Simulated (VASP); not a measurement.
Ti3CN3, 7 atoms in the cell. The cell holds a slab with vacuum, 7 atoms: a = 3.003 Å, b = 3.003 Å, c = 21.554 Å, α = 90.00°, β = 90.00°, γ = 120.00°. 

| Item | Value |
| --- | --- |
| Program | VASP 6.6.1 |
| Task | single point |
| Functional | PBE |
| Potentials or basis | VASP PAW PBE potentials, release 64 (N, Ti_sv, C) |
| Cutoff | 520 eV |
| k mesh | 9 × 9 × 1 |
| Occupations | gaussian, width 0.1 eV |
| Spin | no spin polarisation |
| Dipole correction | yes |
| Further INCAR settings | ALGO = Normal; EDIFF = 1e-07; NBANDS = 36 |

Potentials or basis: VASP PAW PBE potentials, release 64 (N, Ti_sv, C).

Run with:

```console
$ cat potpaw_PBE.64/N/POTCAR potpaw_PBE.64/Ti_sv/POTCAR potpaw_PBE.64/C/POTCAR > POTCAR
$ mpirun -np 1 vasp_std > vasp.out
```

Hardware: 1 thread of Intel(R) Xeon(R) Platinum 8259CL CPU @ 2.50GHz (Skylake/Cascade Lake) (shared host).

Q: How long does it take, and how much memory?

A: Wall time 3.8 min on 1 thread of Intel(R) Xeon(R) Platinum 8259CL CPU @ 2.50GHz (Skylake/Cascade Lake), with other jobs on the host, peak memory 0.32 GiB. Counts: scf iterations 36, k points 12.
